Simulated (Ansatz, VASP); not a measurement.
# KTaO3: VASP beside Ansatz

```
CELL_PARAMETERS angstrom
3.83689 0.00000 0.00000
0.00000 4.02485 0.00000
0.00000 0.00000 4.02485
ATOMIC_POSITIONS crystal
K 0.50000 0.50000 0.50000
Ta 0.00000 0.00000 0.00000
O 0.50000 0.00000 0.00000
O 0.00000 0.50000 0.00000
O 0.00000 0.00000 0.50000
```

Change from the starting cell: normal strain along x -0.0467, normal strain along y +0.0000.

Alike in both runs: task single point; functional PBE; k mesh 8 × 8 × 8; occupations gaussian, width 0.05 eV; no spin polarisation.

```csv
,VASP,Ansatz
version,VASP 6.6.1,Ansatz 0.2.0
potentials or method,"VASP PAW PBE potentials, release 64 (K_sv, Ta_pv, O), cutoff 520 eV","scalar-relativistic, plane waves, PAW"
valence electrons in the cell,38,40
```

```tsv
	VASP	Ansatz	Ansatz less VASP
gap on the k mesh at the Fermi level (eV)	2.13	2.17	+0.047
least direct gap on the mesh (eV)	2.72	2.76	+0.041
pressure (GPa)	11.7	10.9	-0.78
traceless stress, the component that is largest in VASP (GPa)	14.29	14.04	-0.257
```

VASP's potentials hold 38 valence electrons a cell and Ansatz's 40, so a difference there can come from the potentials and not from the codes.

Spin-orbit coupling is off throughout.
